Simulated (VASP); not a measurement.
# Ta4O (P4/mmm) in VASP: single point with PBE

Aim: the single point of Ta4O with PBE.

Program: VASP 6.6.1. These are calculated values, not measurements. Logs are shortened: lines on timing, memory, paths and dates and some standing lists are left out, and cuts for length are marked.

## Step 1: The cell of the first run

The structure is tetragonal, space group P4/mmm (No. 123). Conventional cell: a = 3.254 Å, b = 3.254 Å, c = 7.396 Å, α = 90.00°, β = 90.00°, γ = 90.00°. Within 3.3 Å of Ta (site symmetry 4/mmm) lie 4 O at 2.30 Å and 12 Ta at 3.11 to 3.25 Å. Ta (site symmetry 4mm) has 1 O at 2.09 Å and 4 Ta at 2.81 Å within 2.9 Å. Ta (site symmetry 4/mmm) has 14 Ta at 2.81 to 3.70 Å within 3.7 Å. Within 2.8 Å of O (site symmetry 4/mmm) lie 6 Ta at 2.09 to 2.30 Å.

## Step 2: Single point, PBE

INCAR reads:

```
SYSTEM = Ta4O
PREC     = Accurate       ! precision mode
ENCUT    = 520            ! plane-wave cutoff, eV
EDIFF    = 1E-6           ! SCF threshold, eV
ISMEAR   = 0              ! smearing method
SIGMA    = 0.1            ! smearing width, eV
LREAL    = .False.        ! projectors in reciprocal space
LASPH    = .True.         ! aspherical terms in the spheres
NELM     = 100            ! most SCF steps
ALGO     = Normal         ! electronic algorithm
ISIF     = 2              ! what is computed and relaxed
LWAVE    = .False.        ! write WAVECAR
LCHARG   = .False.        ! write CHGCAR
GGA      = PE             ! functional
NBANDS   = 33             ! bands
```

KPOINTS reads:

```
Automatic mesh
0
Gamma
  12 12 6
  0 0 0
```

POSCAR reads:

```
Ta4O
1.0
    3.2543394117      0.0000000000      0.0000000000
    0.0000000000      3.2543394117      0.0000000000
    0.0000000000      0.0000000000      7.3962106767
Ta O
4 1
Direct
    0.0000000000      0.0000000000      0.5000000000
    0.5000000000      0.5000000000      0.7829561815
    0.5000000000      0.5000000000      0.2170438185
    0.0000000000      0.0000000000      0.0000000000
    0.5000000000      0.5000000000      0.5000000000
```

Potentials or basis: VASP PAW PBE potentials, release 64 (Ta_pv, O).

Started as:

```bash
$ cat potpaw_PBE.64/Ta_pv/POTCAR potpaw_PBE.64/O/POTCAR > POTCAR
$ mpirun -np 1 vasp_std > vasp.out
```

OUTCAR:

```text
SYSTEM = Ta4O
   PREC = Accurate
   ENCUT = 520
   EDIFF = 1E-6
   ISMEAR = 0
   LREAL = .False.
   LASPH = .True.
   NELM = 100
   ISIF = 2
   GGA = PE

 ion  position               nearest neighbor table
   1  0.000  0.000  0.500-   5 2.30   5 2.30   5 2.30   5 2.30   3 3.11   3 3.11   2 3.11   3 3.11
                             2 3.11   2 3.11   3 3.11   2 3.11
   2  0.500  0.500  0.783-   5 2.09   4 2.81   4 2.81   4 2.81   4 2.81   1 3.11   1 3.11   1 3.11
                             1 3.11   3 3.21
   3  0.500  0.500  0.217-   5 2.09   4 2.81   4 2.81   4 2.81   4 2.81   1 3.11   1 3.11   1 3.11
                             1 3.11   2 3.21
   4  0.000  0.000  0.000-   2 2.81   3 2.81   2 2.81   3 2.81   2 2.81   3 2.81   2 2.81   3 2.81

   5  0.500  0.500  0.500-   2 2.09   3 2.09   1 2.30   1 2.30   1 2.30   1 2.30

  LATTYP: Found a simple tetragonal cell.
 ALAT       =     3.2543394117
 C/A-ratio  =     2.2727225839

  Lattice vectors:

 A1 = (   3.2543394117,   0.0000000000,   0.0000000000)
 A2 = (   0.0000000000,   3.2543394117,   0.0000000000)
 A3 = (   0.0000000000,   0.0000000000,   7.3962106767)

Analysis of symmetry for initial positions (statically):
=====================================================================
 Subroutine PRICEL returns:
 Original cell was already a primitive cell.

 Routine SETGRP: Setting up the symmetry group for a
 simple tetragonal supercell.

 Subroutine GETGRP returns: Found 16 space group operations
 (whereof 16 operations were pure point group operations)
 out of a pool of 16 trial point group operations.

The static configuration has the point symmetry D_4h.

Analysis of symmetry for dynamics (positions and initial velocities):
=====================================================================
 Subroutine PRICEL returns:
 Original cell was already a primitive cell.

 Routine SETGRP: Setting up the symmetry group for a
 simple tetragonal supercell.

 Subroutine GETGRP returns: Found 16 space group operations
 (whereof 16 operations were pure point group operations)
 out of a pool of 16 trial point group operations.

The dynamic configuration has the point symmetry D_4h.

 Subroutine INISYM returns: Found 16 space group operations
 (whereof 16 operations are pure point group operations),
 and found     1 'primitive' translations

----------------------------------------------------------------------------------------

                                     Primitive cell

  volume of cell :      78.3312

  direct lattice vectors                    reciprocal lattice vectors
     3.254339412  0.000000000  0.000000000     0.307282024  0.000000000  0.000000000
     0.000000000  3.254339412  0.000000000     0.000000000  0.307282024  0.000000000
     0.000000000  0.000000000  7.396210677     0.000000000  0.000000000  0.135204369

  length of vectors
     3.254339412  3.254339412  7.396210677     0.307282024  0.307282024  0.135204369

  position of ions in fractional coordinates (direct lattice)
     0.000000000  0.000000000  0.500000000
     0.500000000  0.500000000  0.782956181
     0.500000000  0.500000000  0.217043819
     0.000000000  0.000000000  0.000000000
     0.500000000  0.500000000  0.500000000

  ion indices of the primitive-cell ions
   primitive index   ion index
                 1           1
                 2           2
                 3           3
                 4           4
                 5           5

----------------------------------------------------------------------------------------

 KPOINTS: Automatic mesh

Automatic generation of k-mesh.
 Grid dimensions read from file:
 generate k-points for:   12   12    6

 Generating k-lattice:

  Cartesian coordinates                     Fractional coordinates (reciprocal lattice)
     0.025606835  0.000000000  0.000000000     0.083333333  0.000000000  0.000000000
     0.000000000  0.025606835  0.000000000     0.000000000  0.083333333  0.000000000
     0.000000000  0.000000000  0.022534062     0.000000000  0.000000000  0.166666667

  Length of vectors
     0.025606835  0.025606835  0.022534062

  Shift w.r.t. Gamma in fractional coordinates (k-lattice)
     0.000000000  0.000000000  0.000000000

 Subroutine IBZKPT returns following result:
 ===========================================

 Found    112 irreducible k-points:

 Following reciprocal coordinates:
            Coordinates               Weight
  0.000000  0.000000  0.000000      1.000000
  0.083333  0.000000  0.000000      4.000000
  0.166667  0.000000  0.000000      4.000000
  0.250000  0.000000  0.000000      4.000000
  0.333333  0.000000  0.000000      4.000000
  0.416667  0.000000  0.000000      4.000000
[... 16 lines left out ...]
  0.333333  0.333333  0.000000      4.000000
  0.416667  0.333333  0.000000      8.000000
 [... further k-points ...]
   k-points           NKPTS =    112   k-points in BZ     NKDIM =    112   number of bands    NBANDS=     33
   number of dos      NEDOS =    301   number of ions     NIONS =      5
   total plane-waves  NPLWV =  32256
   dimension x,y,z NGX =    24 NGY =   24 NGZ =   56
   dimension x,y,z NGXF=    48 NGYF=   48 NGZF=  112
   ions per type =               4   1
   NGX,Y,Z   is equivalent  to a cutoff of  12.26, 12.26, 12.59 a.u.
   NGXF,Y,Z  is equivalent  to a cutoff of  24.52, 24.52, 25.17 a.u.
 SYSTEM =  Ta4O
   PREC   = accura    normal or accurate (medium, high low for compatibility)
   ISTART =      0    job   : 0-new  1-cont  2-samecut
   ICHARG =      2    charge: 1-file 2-atom 10-const
   ISPIN  =      1    spin polarized calculation?
   LNONCOLLINEAR =      F non collinear calculations
   LSORBIT =      F    spin-orbit coupling
   LASPH  =      T    aspherical Exc in radial PAW
   ENCUT  =  520.0 eV  38.22 Ry    6.18 a.u.   6.05  6.05 13.75*2*pi/ulx,y,z
   NELM   =    100;   NELMIN=  2; NELMDL= -5     # of ELM steps
   EDIFF  = 0.1E-05   stopping-criterion for ELM
   LREAL  =      F    real-space projection
   EDIFFG = 0.1E-04   stopping-criterion for IOM
   NSW    =      0    number of steps for IOM
   IBRION =     -1    ionic relax: 0-MD 1-quasi-New 2-CG
   NFREE  =      0    steps in history (QN), initial steepest desc. (CG)
   ISIF   =      2    stress and relaxation
   ISYM   =      2    0-nonsym 1-usesym 2-fastsym
   POTIM  = 0.5000    time-step for ionic-motion
   TEBEG  =    0.0;   TEEND  =   0.0 temperature during run
   PSTRESS=    0.0 pullay stress
   NELECT =      50.0000    total number of electrons
   NUPDOWN=      -1.0000    fix difference up-down
   EMIN   =  10.00;   EMAX   =-10.00  energy-range for DOS
   EFERMI =   0.00;   METHOD = LEGACY
   ISMEAR =     0;   SIGMA  =   0.10  broadening in eV -4-tet -1-fermi 0-gaus
   EFERMI_NEDOS =   21; number of points for ismear=-14 and -15
   IALGO  =     38    algorithm
   IMIX   =      4    mixing-type and parameters
     AMIX     =   0.40;   BMIX     =  1.00
     AMIX_MAG =   1.60;   BMIX_MAG =  1.00
  volume/ion in A,a.u.               =      15.67       105.72
  Fermi-wavevector in a.u.,A,eV,Ry     =   1.409570  2.663700 27.033230  1.986886
  Thomas-Fermi vector in A             =   2.531612
   LORBIT       =      0    0 simple, 1 ext, 2 COOP (PROOUT), +10 PAW based schemes
   GGA     = PE    functional components
   LHFCALC =     F    Hartree Fock is set to
   AEXX    =    0.0000 exact exchange contribution
   IVDW    =     0    specifies the selected vdW correction
   LEPSILON=     F    determine dielectric tensor
   LRPA    =     F    only Hartree local field effects (RPA)
 non-spin polarized calculation
 Gauss-broadening in eV      SIGMA  =   0.10
  energy-cutoff  :      520.00
  volume of cell :       78.33
 maximum number of plane-waves:      2144
   NGX = 13   NGY = 13   NGZ = 27

 number of electron      50.0000004 magnetization

 Free energy of the ion-electron system (eV)
  ---------------------------------------------------
  ext. energy  EPLUGINS =         0.00000000
  ---------------------------------------------------
  free energy    TOTEN  =       -55.09080328 eV

  energy without entropy =      -55.08199085  energy(sigma->0) =      -55.08639707

 E-fermi :   6.4392     XC(G=0): -12.6194

 val. band max:        6.4354960120   @ k =   0.3333   0.0000   0.0000
 cond. band min:       6.4445380453   @ k =   0.2500   0.0000   0.0000
 fundamental gap:      0.0090420333
 Fermi energy:         6.4392014192

 k-point     1 :       0.0000    0.0000    0.0000
  band No.  band energies     occupation
      1     -29.1189      2.00000
      2     -29.1189      2.00000
      3     -28.7561      2.00000
      4     -28.1936      2.00000
      5     -28.0662      2.00000
      6     -27.8563      2.00000
[... 25 lines left out ...]
     32       8.1346      0.00000
     33       8.9021      0.00000

 k-point     2 :       0.0833    0.0000    0.0000
  band No.  band energies     occupation
      1     -29.1450      2.00000
      2     -29.1159      2.00000
      3     -28.7522      2.00000
      4     -28.2021      2.00000
      5     -28.0722      2.00000
      6     -27.8579      2.00000
[... 25 lines left out ...]
     32       8.6264      0.00000
     33       9.4920      0.00000

 k-point     3 :       0.1667    0.0000    0.0000
  band No.  band energies     occupation
      1     -29.2146      2.00000
      2     -29.1079      2.00000
      3     -28.7429      2.00000
      4     -28.2241      2.00000
      5     -28.0888      2.00000
      6     -27.8670      2.00000
[... 25 lines left out ...]
     32       9.0865      0.00000
     33       9.5709      0.00000

 k-point     4 :       0.2500    0.0000    0.0000
  band No.  band energies     occupation
      1     -29.3059      2.00000
      2     -29.0969      2.00000
      3     -28.7335      2.00000
      4     -28.2516      2.00000
      5     -28.1105      2.00000
      6     -27.8900      2.00000
[... 673 lines left out ...]
     32      10.2933      0.00000
     33      10.5082      0.00000

 k-point    23 :       0.3333    0.3333    0.0000
  band No.  band energies     occupation
      1     -29.3308      2.00000
      2     -29.2967      2.00000
      3     -28.6808      2.00000
      4     -28.2312      2.00000
      5     -28.0896      2.00000
      6     -28.0119      2.00000
[... 25 lines left out ...]
     32       9.9752      0.00000
     33      10.5299      0.00000

 k-point    24 :       0.4167    0.3333    0.0000
  band No.  band energies     occupation
      1     -29.3676      2.00000
      2     -29.2933      2.00000
      3     -28.6694      2.00000
      4     -28.2392      2.00000
      5     -28.1122      2.00000
      6     -27.9964      2.00000
[... 25 lines left out ...]
     32      10.4397      0.00000
     33      10.6128      0.00000

 [... further k-points ...]

------------------------ aborting loop because EDIFF is reached ----------------------------------------

  FORCE on cell =-STRESS in cart. coord.  units (eV):
  Direction    XX          YY          ZZ          XY          YZ          ZX
  --------------------------------------------------------------------------------------
  -------------------------------------------------------------------------------------
  Total        0.1023908      0.1023908      0.1713448      0.0000000     -0.0000000      0.0000000
  in kB        2.0942892      2.0942892      3.5046646      0.0000000     -0.0000000      0.0000000
  external PRESSURE =       2.5644143 kB  Pullay stress =       0.0000000 kB

 VOLUME and BASIS-vectors are now :
 -----------------------------------------------------------------------------
  energy-cutoff  :      520.00
  volume of cell :       78.33
      direct lattice vectors                 reciprocal lattice vectors
     3.254339412  0.000000000  0.000000000     0.307282024  0.000000000  0.000000000
     0.000000000  3.254339412  0.000000000     0.000000000  0.307282024  0.000000000
     0.000000000  0.000000000  7.396210677     0.000000000  0.000000000  0.135204369

 POSITION                                       TOTAL-FORCE (eV/Angst)
 -----------------------------------------------------------------------------------
      0.00000      0.00000      3.69811        -0.000000      0.000000     -0.000000
      1.62717      1.62717      5.79091         0.000000     -0.000000      0.026150
      1.62717      1.62717      1.60530        -0.000000     -0.000000     -0.026150
      0.00000      0.00000      0.00000        -0.000000      0.000000     -0.000000
      1.62717      1.62717      3.69811        -0.000000      0.000000     -0.000000
 -----------------------------------------------------------------------------------
    total drift:                                0.000000     -0.000000      0.000000

  FREE ENERGIE OF THE ION-ELECTRON SYSTEM (eV)
  ---------------------------------------------------
  free  energy   TOTEN  =       -55.0908032844 eV

  energy  without entropy=      -55.0819908511  energy(sigma->0) =      -55.08639707
```

Run time: 4.3 min. Hardware: 1 thread of Intel Xeon Platinum 8488C (Sapphire Rapids), shared host; peak memory 0.34 GiB.

What came out:

```
Free energy            : -55.0908 eV
Pressure               : 0.3 GPa
Largest force          : 0.026 eV/Å
Band gap on the k mesh : zero (bands 25 and 26 overlap by 0.99 eV)
```

Forces in eV/Å, atoms in the order of the input:
```
Ta   0.000  0.000  0.000
Ta   0.000  0.000  0.026
Ta   0.000  0.000 -0.026
Ta   0.000  0.000  0.000
O    0.000  0.000  0.000
```

Caveat: spin-orbit coupling is left out, which moves the levels of the heavy elements.
